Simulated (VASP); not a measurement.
Wanted: the native input for a VASP 6.6.1 run.

```yaml
Task: single point
Functional: PBE
Potentials_or_basis: VASP PAW PBE potentials, release 64 (Mg, O)
Cutoff: 520 eV
k_mesh: 8 × 8 × 8
Occupations: gaussian, width 0.01 eV
Spin: no spin polarisation
Dipole_correction: no
Further_INCAR_settings: ALGO = Normal; EDIFF = 1e-07; NBANDS = 11
```

The structure of MgO lies in POSCAR:

```
MgO
1.0
    0.0000000000      2.3061620622      2.3061620622
    2.3061620622      0.0000000000      2.3061620622
    2.3061620622      2.3061620622      0.0000000000
Mg O
1 1
Direct
    0.5000000000      0.5000000000      0.5000000000
    0.2500000000      0.2500000000      0.2500000000
```

The input as run:

INCAR

```
PREC = Accurate
ENCUT = 520
EDIFF = 1E-7
ISMEAR = 0
SIGMA = 0.01
LREAL = F
LASPH = T
NELM = 80
ALGO = Normal
ISIF = 2
LWAVE = F
LCHARG = F
GGA = PE
NBANDS = 11
```

KPOINTS

```
Automatic mesh
0
Gamma
  8 8 8
```

Potentials or basis: VASP PAW PBE potentials, release 64 (Mg, O).

Run with:

```sh
$ cat potpaw_PBE.64/Mg/POTCAR potpaw_PBE.64/O/POTCAR > POTCAR
$ mpirun -np 1 vasp_std > vasp.out
```

Results of the run:

```yaml
Pressure: -0.4 GPa
Band_gap_on_the_k_mesh: 3.46 eV, direct
```

Wall time 6.4 s on 1 thread of Intel Xeon 8259CL (shared host), peak memory 0.14 GiB.
